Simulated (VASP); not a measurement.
# Zn3Se (Pm-3n) in VASP: single point with PBE

Aim: the single point of Zn3Se with PBE.

Everything below comes from runs of VASP 6.6.1. Logs are shortened: lines on timing, memory, paths and dates and some standing lists are left out, and cuts for length are marked.

## Step 1: The cell of the first run

It takes space group Pm-3n (No. 223, cubic). Conventional cell: a = 5.213 Å, b = 5.213 Å, c = 5.213 Å, α = 90.00°, β = 90.00°, γ = 90.00°. Within 3.4 Å of Zn (site symmetry -4m2) lie 10 Zn at 2.61 to 3.19 Å and 4 Se at 2.91 Å. Se (site symmetry m-3) has 12 Zn at 2.91 Å within 3.8 Å.

## Step 2: Single point, PBE

INCAR

```
PREC     = Accurate       # precision mode
ENCUT    = 500            # plane-wave cutoff, eV
EDIFF    = 1E-6           # SCF threshold, eV
ISMEAR   = 0              # smearing method
SIGMA    = 0.1            # smearing width, eV
LREAL    = False          # projectors in reciprocal space
LASPH    = True           # aspherical terms in the spheres
NELM     = 120            # most SCF steps
ALGO     = Normal         # electronic algorithm
ISIF     = 2              # what is computed and relaxed
LWAVE    = False          # write WAVECAR
LCHARG   = False          # write CHGCAR
GGA      = PE             # functional
NBANDS   = 52             # bands
GGA_COMPAT= False
```

KPOINTS

```
Automatic mesh
0
Gamma
  4 4 4
```

POSCAR

```
Zn3Se
1.0
    5.2129888184      0.0000000000      0.0000000000
    0.0000000000      5.2129888184      0.0000000000
    0.0000000000      0.0000000000      5.2129888184
Zn Se
6 2
Direct
    0.0000000000      0.5000000000      0.2500000000
    0.0000000000      0.5000000000      0.7500000000
    0.2500000000      0.0000000000      0.5000000000
    0.7500000000      0.0000000000      0.5000000000
    0.5000000000      0.7500000000      0.0000000000
    0.5000000000      0.2500000000      0.0000000000
    0.0000000000      0.0000000000      0.0000000000
    0.5000000000      0.5000000000      0.5000000000
```

Potentials or basis: VASP PAW PBE potentials, release 64 (Zn, Se).

Started as:

```console
$ cat potpaw_PBE.64/Zn/POTCAR potpaw_PBE.64/Se/POTCAR > POTCAR
$ mpirun -np 1 vasp_std > vasp.out
```

OUTCAR:

```text
PREC = Accurate
   ENCUT = 500
   EDIFF = 1E-6
   ISMEAR = 0
   LREAL = False
   LASPH = True
   NELM = 120
   ISIF = 2
   GGA = PE

 ion  position               nearest neighbor table
   1  0.000  0.500  0.250-   2 2.61   2 2.61   8 2.91   7 2.91   7 2.91   8 2.91
   2  0.000  0.500  0.750-   1 2.61   1 2.61   8 2.91   7 2.91   7 2.91   8 2.91
   3  0.250  0.000  0.500-   4 2.61   4 2.61   8 2.91   7 2.91   8 2.91   7 2.91
   4  0.750  0.000  0.500-   3 2.61   3 2.61   8 2.91   7 2.91   8 2.91   7 2.91
   5  0.500  0.750  0.000-   6 2.61   6 2.61   8 2.91   8 2.91   7 2.91   7 2.91
   6  0.500  0.250  0.000-   5 2.61   5 2.61   8 2.91   8 2.91   7 2.91   7 2.91
   7  0.000  0.000  0.000-   1 2.91   2 2.91   3 2.91   4 2.91   5 2.91   6 2.91   3 2.91   4 2.91
                             1 2.91   2 2.91   5 2.91   6 2.91
   8  0.500  0.500  0.500-   1 2.91   2 2.91   3 2.91   4 2.91   5 2.91   6 2.91   5 2.91   6 2.91
                             3 2.91   4 2.91   1 2.91   2 2.91

  LATTYP: Found a simple cubic cell.
 ALAT       =     5.2129888184

  Lattice vectors:

 A1 = (   5.2129888184,   0.0000000000,   0.0000000000)
 A2 = (   0.0000000000,   5.2129888184,   0.0000000000)
 A3 = (   0.0000000000,   0.0000000000,   5.2129888184)

Analysis of symmetry for initial positions (statically):
=====================================================================
 Subroutine PRICEL returns:
 Original cell was already a primitive cell.

 Routine SETGRP: Setting up the symmetry group for a
 simple cubic supercell.

 Subroutine GETGRP returns: Found 48 space group operations
 (whereof 24 operations were pure point group operations)
 out of a pool of 48 trial point group operations.

The static configuration has the point symmetry T_h .
 The point group associated with its full space group is O_h .

Analysis of symmetry for dynamics (positions and initial velocities):
=====================================================================
 Subroutine PRICEL returns:
 Original cell was already a primitive cell.

 Routine SETGRP: Setting up the symmetry group for a
 simple cubic supercell.

 Subroutine GETGRP returns: Found 48 space group operations
 (whereof 24 operations were pure point group operations)
 out of a pool of 48 trial point group operations.

The dynamic configuration has the point symmetry T_h .
 The point group associated with its full space group is O_h .

 Subroutine INISYM returns: Found 48 space group operations
 (whereof 24 operations are pure point group operations),
 and found     1 'primitive' translations

----------------------------------------------------------------------------------------

                                     Primitive cell

  volume of cell :     141.6643

  direct lattice vectors                    reciprocal lattice vectors
     5.212988818  0.000000000  0.000000000     0.191828533  0.000000000  0.000000000
     0.000000000  5.212988818  0.000000000     0.000000000  0.191828533  0.000000000
     0.000000000  0.000000000  5.212988818     0.000000000  0.000000000  0.191828533

  length of vectors
     5.212988818  5.212988818  5.212988818     0.191828533  0.191828533  0.191828533

  position of ions in fractional coordinates (direct lattice)
     0.000000000  0.500000000  0.250000000
     0.000000000  0.500000000  0.750000000
     0.250000000  0.000000000  0.500000000
     0.750000000  0.000000000  0.500000000
     0.500000000  0.750000000  0.000000000
     0.500000000  0.250000000  0.000000000
     0.000000000  0.000000000  0.000000000
     0.500000000  0.500000000  0.500000000

  ion indices of the primitive-cell ions
   primitive index   ion index
                 1           1
                 2           2
                 3           3
                 4           4
                 5           5
                 6           6
                 7           7
                 8           8

----------------------------------------------------------------------------------------

 KPOINTS: Automatic mesh

Automatic generation of k-mesh.
 Grid dimensions read from file:
 generate k-points for:    4    4    4

 Generating k-lattice:

  Cartesian coordinates                     Fractional coordinates (reciprocal lattice)
     0.047957133  0.000000000  0.000000000     0.250000000  0.000000000  0.000000000
     0.000000000  0.047957133  0.000000000     0.000000000  0.250000000  0.000000000
     0.000000000  0.000000000  0.047957133     0.000000000  0.000000000  0.250000000

  Length of vectors
     0.047957133  0.047957133  0.047957133

  Shift w.r.t. Gamma in fractional coordinates (k-lattice)
     0.000000000  0.000000000  0.000000000

 Subroutine IBZKPT returns following result:
 ===========================================

 Found     10 irreducible k-points:

 Following reciprocal coordinates:
            Coordinates               Weight
  0.000000  0.000000  0.000000      1.000000
  0.250000  0.000000  0.000000      6.000000
  0.500000  0.000000  0.000000      3.000000
  0.250000  0.250000  0.000000     12.000000
  0.500000  0.250000  0.000000     12.000000
  0.500000  0.500000  0.000000      3.000000
  0.250000  0.250000  0.250000      8.000000
  0.500000  0.250000  0.250000     12.000000
  0.500000  0.500000  0.250000      6.000000
  0.500000  0.500000  0.500000      1.000000
   k-points           NKPTS =     10   k-points in BZ     NKDIM =     10   number of bands    NBANDS=     52
   number of dos      NEDOS =    301   number of ions     NIONS =      8
   total plane-waves  NPLWV =  64000
   dimension x,y,z NGX =    40 NGY =   40 NGZ =   40
   dimension x,y,z NGXF=    80 NGYF=   80 NGZF=   80
   ions per type =               6   2
   NGX,Y,Z   is equivalent  to a cutoff of  12.76, 12.76, 12.76 a.u.
   NGXF,Y,Z  is equivalent  to a cutoff of  25.51, 25.51, 25.51 a.u.
 SYSTEM =  unknown system
   PREC   = accura    normal or accurate (medium, high low for compatibility)
   ISTART =      0    job   : 0-new  1-cont  2-samecut
   ICHARG =      2    charge: 1-file 2-atom 10-const
   ISPIN  =      1    spin polarized calculation?
   LNONCOLLINEAR =      F non collinear calculations
   LSORBIT =      F    spin-orbit coupling
   LASPH  =      T    aspherical Exc in radial PAW
   ENCUT  =  500.0 eV  36.75 Ry    6.06 a.u.   9.50  9.50  9.50*2*pi/ulx,y,z
   NELM   =    120;   NELMIN=  2; NELMDL= -5     # of ELM steps
   EDIFF  = 0.1E-05   stopping-criterion for ELM
   LREAL  =      F    real-space projection
[... 7 lines left out ...]
   TEBEG  =    0.0;   TEEND  =   0.0 temperature during run
   PSTRESS=    0.0 pullay stress
   NELECT =      84.0000    total number of electrons
   NUPDOWN=      -1.0000    fix difference up-down
   EMIN   =  10.00;   EMAX   =-10.00  energy-range for DOS
   EFERMI =   0.00;   METHOD = LEGACY
   ISMEAR =     0;   SIGMA  =   0.10  broadening in eV -4-tet -1-fermi 0-gaus
   EFERMI_NEDOS =   21; number of points for ismear=-14 and -15
   IALGO  =     38    algorithm
   IMIX   =      4    mixing-type and parameters
     AMIX     =   0.40;   BMIX     =  1.00
     AMIX_MAG =   1.60;   BMIX_MAG =  1.00
  volume/ion in A,a.u.               =      17.71       119.50
  Fermi-wavevector in a.u.,A,eV,Ry     =   1.375354  2.599042 25.736758  1.891598
  Thomas-Fermi vector in A             =   2.500697
   LORBIT       =      0    0 simple, 1 ext, 2 COOP (PROOUT), +10 PAW based schemes
   GGA     = PE    functional components
   LHFCALC =     F    Hartree Fock is set to
   AEXX    =    0.0000 exact exchange contribution
   IVDW    =     0    specifies the selected vdW correction
   LEPSILON=     F    determine dielectric tensor
   LRPA    =     F    only Hartree local field effects (RPA)
 non-spin polarized calculation
 Gauss-broadening in eV      SIGMA  =   0.10
  energy-cutoff  :      500.00
  volume of cell :      141.66
 maximum number of plane-waves:      3695
 NGX is ok and might be reduce to    40
   NGX = 19   NGY = 19   NGZ = 19

 number of electron      83.9999842 magnetization

 Free energy of the ion-electron system (eV)
  ---------------------------------------------------
  ext. energy  EPLUGINS =         0.00000000
  ---------------------------------------------------
  free energy    TOTEN  =       -12.32402227 eV

  energy without entropy =      -12.29735188  energy(sigma->0) =      -12.31068707

 E-fermi :   3.4470     XC(G=0): -10.8650

 val. band max:        3.4272783464   @ k =   0.2500   0.2500   0.2500
 cond. band min:       3.4713837222   @ k =   0.5000   0.5000   0.0000
 fundamental gap:      0.0441053758
 Fermi energy:         3.4469614911

 k-point     1 :       0.0000    0.0000    0.0000
  band No.  band energies     occupation
      1     -10.7963      2.00000
      2     -10.0901      2.00000
      3      -4.3101      2.00000
      4      -4.3101      2.00000
      5      -4.2780      2.00000
      6      -4.1686      2.00000
[... 44 lines left out ...]
     51       7.2779      0.00000
     52       7.2779      0.00000

 k-point     2 :       0.2500    0.0000    0.0000
  band No.  band energies     occupation
      1     -10.6656      2.00000
      2     -10.1565      2.00000
      3      -4.4266      2.00000
      4      -4.3614      2.00000
      5      -4.1302      2.00000
      6      -4.1301      2.00000
[... 44 lines left out ...]
     51       8.5671      0.00000
     52       8.6426      0.00000

 k-point     3 :       0.5000    0.0000    0.0000
  band No.  band energies     occupation
      1     -10.3786      2.00000
      2     -10.3786      2.00000
      3      -4.5198      2.00000
      4      -4.5198      2.00000
      5      -4.0761      2.00000
      6      -4.0761      2.00000
[... 44 lines left out ...]
     51       8.2494      0.00000
     52       8.2494      0.00000
[... 276 lines left out ...]
 k-point     9 :       0.5000    0.5000    0.2500
  band No.  band energies     occupation
      1     -10.2509      2.00000
      2     -10.2509      2.00000
      3      -4.3460      2.00000
      4      -4.2820      2.00000
      5      -3.9821      2.00000
      6      -3.9470      2.00000
[... 44 lines left out ...]
     51       8.7423      0.00000
     52       8.7423      0.00000

 k-point    10 :       0.5000    0.5000    0.5000
  band No.  band energies     occupation
      1     -10.2139      2.00000
      2     -10.2139      2.00000
      3      -3.9549      2.00000
      4      -3.9549      2.00000
      5      -3.9549      2.00000
      6      -3.9549      2.00000
[... 44 lines left out ...]
     51       9.6257      0.00000
     52       9.6257      0.00000

------------------------ aborting loop because EDIFF is reached ----------------------------------------

  FORCE on cell =-STRESS in cart. coord.  units (eV):
  Direction    XX          YY          ZZ          XY          YZ          ZX
  --------------------------------------------------------------------------------------
  -------------------------------------------------------------------------------------
  Total        2.0900092      2.0900092      2.0900092      0.0000000     -0.0000000     -0.0000000
  in kB       23.6373286     23.6373286     23.6373286      0.0000000     -0.0000000     -0.0000000
  external PRESSURE =      23.6373286 kB  Pullay stress =       0.0000000 kB

 VOLUME and BASIS-vectors are now :
 -----------------------------------------------------------------------------
  energy-cutoff  :      500.00
  volume of cell :      141.66
      direct lattice vectors                 reciprocal lattice vectors
     5.212988818  0.000000000  0.000000000     0.191828533  0.000000000  0.000000000
     0.000000000  5.212988818  0.000000000     0.000000000  0.191828533  0.000000000
     0.000000000  0.000000000  5.212988818     0.000000000  0.000000000  0.191828533

 POSITION                                       TOTAL-FORCE (eV/Angst)
 -----------------------------------------------------------------------------------
      0.00000      2.60649      1.30325         0.000000      0.000000      0.000000
      0.00000      2.60649      3.90974         0.000000     -0.000000     -0.000000
      1.30325      0.00000      2.60649        -0.000000     -0.000000     -0.000000
      3.90974      0.00000      2.60649         0.000000      0.000000     -0.000000
      2.60649      3.90974      0.00000        -0.000000      0.000000      0.000000
      2.60649      1.30325      0.00000        -0.000000      0.000000      0.000000
      0.00000      0.00000      0.00000         0.000000      0.000000     -0.000000
      2.60649      2.60649      2.60649         0.000000      0.000000     -0.000000
 -----------------------------------------------------------------------------------
    total drift:                               -0.000000     -0.000000      0.000000

  FREE ENERGIE OF THE ION-ELECTRON SYSTEM (eV)
  ---------------------------------------------------
  free  energy   TOTEN  =       -12.3240222653 eV

  energy  without entropy=      -12.2973518789  energy(sigma->0) =      -12.31068707
```

Run time: 70 s. Hardware: 1 thread of Intel Xeon Platinum 8488C (Sapphire Rapids), shared host; peak memory 0.25 GiB.

What came out:

```
Free energy            : -12.3240 eV
Pressure               : 2.4 GPa
Band gap on the k mesh : zero (band 42 reaches 4.50 eV, above the bottom of band 43 at 3.37 eV)
```

Levels at points of the mesh, in eV from the Fermi level:
```tsv
k point	band 39	band 40	band 41	band 42	band 43	band 44	band 45	band 46
(0.00, 0.00, 0.00)	-2.67	-2.67	-2.67	1.06	1.06	2.50	2.50	2.50
(0.50, 0.00, 0.00)	-2.36	-2.36	-0.89	-0.89	1.55	1.55	1.79	1.79
(0.50, 0.50, 0.00)	-3.52	-3.27	-0.12	0.02	1.42	1.54	1.54	2.04
(0.50, 0.50, 0.50)	0.97	0.97	0.97	0.97	0.97	0.97	2.09	2.09
```
